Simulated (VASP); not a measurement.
Here is a VASP 6.6.1 calculation.

The input INCAR:

```
SYSTEM = CrN
ALGO = Normal
EDIFF = 1E-6
ENCUT = 520
GGA = PS
ISIF = 2
ISMEAR = 0
LASPH = .TRUE.
LCHARG = .TRUE.
LELF = .TRUE.
LREAL = .FALSE.
LVHAR = .TRUE.
LWAVE = .FALSE.
NBANDS = 16
NELM = 100
PREC = Accurate
SIGMA = 0.15
```

KPOINTS

```
k-points
0
G
  21 21 18
  0 0 0
```

File POSCAR:

```
CrN
1.0
    2.5381963840      0.0000000000      0.0000000000
   -1.2690981920      2.1981425483      0.0000000000
    0.0000000000      0.0000000000      2.5789430800
Cr N
1 1
Direct
    0.6666666667      0.3333333333      0.5000000000
    0.3333333333      0.6666666667      0.0000000000
```

Potentials or basis: VASP PAW PBE potentials, release 64 (Cr_pv, N).

Run with:

```console
$ cat potpaw_PBE.64/Cr_pv/POTCAR potpaw_PBE.64/N/POTCAR > POTCAR
$ mpirun -np 1 vasp_std > vasp.out
```

(1) Predict the pressure.

Results:

(1) 35.6 GPa.

Caveat: the cell differs from its parent crystal (strain -0.050 along x and y, +0.000 along z); the PAW data sets were made with another functional, which shifts forces and pressure a little; the run has no spin polarisation, though such a crystal can be magnetic.
